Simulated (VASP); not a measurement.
TeAs:

```xyz
2
Lattice="0.0000 2.9677 2.9677 2.9677 0.0000 2.9677 2.9677 2.9677 0.0000" Properties=species:S:1:pos:R:3 pbc="T T T"
Te    2.9677    2.9677    2.9677
As    0.0000    0.0000    0.0000
```

Base run:

```yaml
Program: VASP 6.6.1
Functional: BLYP
Potentials_or_basis: VASP PAW PBE potentials, release 64 (Te, As)
Cutoff: 500 eV
k_mesh: 8 × 8 × 8
Occupations: fermi-dirac, width 0.1 eV
Spin: no spin polarisation
```

Its results: pressure 5.5 GPa.

The run is repeated on the same cell with these changes: functional from BLYP to PBEsol. What comes out?

Pressure -2.7 GPa.

PBEsol binds more tightly than BLYP, so the same cell stands under less pressure.

Caveats: the PAW data sets were made with another functional, which shifts forces and pressure a little.
